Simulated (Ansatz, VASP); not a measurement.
**One calculation of SrCl2, two programs**

INCAR

```
ALGO = Normal ; EDIFF = 1E-6
ENCUT = 520 ; GGA = PE
ISIF = 2 ; ISMEAR = 0
LASPH = T ; LCHARG = F
LREAL = F ; LWAVE = F
NBANDS = 19 ; NELM = 100
PREC = Accurate ; SIGMA = 0.05
```

File KPOINTS:

```
k-points
0
Gamma
  6 6 6
```

The input POSCAR:

```
SrCl2
1.0
    0.0000000000      3.3503847080      3.5721801757
    3.3503847080      0.0000000000      3.5721801757
    3.3503847080      3.3503847080      0.0000000000
Sr Cl
1 2
Direct
    0.0000000000      0.0000000000      0.0000000000
    0.2500000000      0.2500000000      0.2500000000
    0.7500000000      0.7500000000      0.7500000000
```

Input for Ansatz:

```yaml
crystal:
  lattice:
    - [0.0, 3.350384708, 3.5721801757]
    - [3.350384708, 0.0, 3.5721801757]
    - [3.350384708, 3.350384708, 0.0]
  atoms:
    - { symbol: Sr, position: [0.0, 0.0, 0.0] }
    - { symbol: Cl, position: [0.25, 0.25, 0.25] }
    - { symbol: Cl, position: [0.75, 0.75, 0.75] }
basis:
  ecutwfc: 420
kpoints:
  mp_grid: { grid: [6, 6, 6] }
hamiltonian:
  xc: pbe
scf:
  occupations: { method: gaussian, width: 0.05 }
output:
  forces: true
  stress: true
  eigenvalues: true
```

Alike in both runs: task single point; functional PBE; k mesh 6 × 6 × 6; occupations gaussian, width 0.05 eV; no spin polarisation.

```csv
,VASP,Ansatz
version,VASP 6.6.1,Ansatz 0.2.0
potentials or method,"VASP PAW PBE potentials, release 64 (Sr_sv, Cl), cutoff 520 eV","scalar-relativistic, plane waves, PAW"
valence electrons in the cell,24,24
```

VASP gave:

```
gap on the k mesh at the Fermi level (eV)                     : 5.17
least direct gap on the mesh (eV)                             : 5.28
pressure (GPa)                                                : 3.6
traceless stress, the component that is largest in VASP (GPa) : -2.36
```

Q: Which values does Ansatz return?

A: gap on the k mesh at the Fermi level (eV): 5.18; least direct gap on the mesh (eV): 5.28; pressure (GPa): 3.5; traceless stress, the component that is largest in VASP (GPa): -2.37.
